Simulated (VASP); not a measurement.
Write the native input for VASP 6.6.1 that does the following.

```
Task                   : electric field gradients
Functional             : PBE
Potentials or basis    : VASP PAW PBE potentials, release 64 (Hg, Se)
Cutoff                 : 400 eV
k mesh                 : 9 × 9 × 9
Occupations            : fermi-dirac, width 0.02 eV
Spin                   : no spin polarisation
Dipole correction      : no
Further INCAR settings : ALGO = Normal; EDIFF = 1e-08; NBANDS = 16
```

The structure of HgSe lies in POSCAR:

```
HgSe
1.0
    0.0000000000      3.0759519500      3.0759519500
    3.0759519500      0.0000000000      3.0759519500
    3.0759519500      3.0759519500      0.0000000000
Hg Se
1 1
Direct
    0.0000000000      0.0000000000      0.0000000000
    0.7500000000      0.7500000000      0.7500000000
```

This cell differs from its parent crystal: volume scaled by 1.04.

These files were run (other wordings do the same):

INCAR

```
SYSTEM = HgSe
ALGO = Normal
EDIFF = 1E-8
ENCUT = 400
GGA = PE
GGA_COMPAT = .False.
ISIF = 2
ISMEAR = -1
LASPH = .True.
LCHARG = .False.
LEFG = .True.
LREAL = .False.
LWAVE = .False.
NBANDS = 16
NELM = 120
PREC = Accurate
SIGMA = 0.02
```

KPOINTS

```
k-points
0
Gamma
  9 9 9
  0 0 0
```

Potentials or basis: VASP PAW PBE potentials, release 64 (Hg, Se).

The run is started by

```sh
$ cat potpaw_PBE.64/Hg/POTCAR potpaw_PBE.64/Se/POTCAR > POTCAR
$ mpirun -np 1 vasp_std > vasp.out
```

Results of the run:

The pressure is 2.8 GPa and the band gap on the k mesh is zero (filled and empty bands touch).

Caveat: without QUAD_EFG the Cq values of the log hold for a quadrupole moment of 1 mb, not for the nuclei; spin-orbit coupling is left out, which moves the levels of the heavy elements.

Run time: 69 s on 1 thread of Intel Xeon 8259CL (shared host), peak memory 0.17 GiB.
